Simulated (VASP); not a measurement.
Input of a VASP 6.6.1 run:

INCAR

```
SYSTEM = K
  PREC = Accurate
  ENCUT = 520
  EDIFF = 1E-6
  ISMEAR = -1
  SIGMA = 0.1
  LREAL = .False.
  LASPH = .True.
  NELM = 80
  ALGO = Normal
  ISIF = 2
  LWAVE = .False.
  LCHARG = .True.
  GGA = PE
  LELF = .True.
  LVHAR = .True.
  NBANDS = 10
```

The input KPOINTS:

```
regular mesh
0
Gamma
  14 14 14
  0 0 0
```

The input POSCAR:

```
K
1.0
   -2.6764776059      2.6764776059      2.6764776059
    2.6764776059     -2.6764776059      2.6764776059
    2.6764776059      2.6764776059     -2.6764776059
K
1
Direct
    0.0000000000      0.0000000000      0.0000000000
```

Potentials or basis: VASP PAW PBE potentials, release 64 (K_sv).

The run is started by

```bash
$ cat potpaw_PBE.64/K_sv/POTCAR > POTCAR
$ mpirun -np 1 vasp_std > vasp.out
```

Q: Predict the pressure.

A: -0.1 GPa.

Q: Predict the band gap on the k mesh.

A: Zero (an odd number of electrons rules out a gap without spin polarisation).
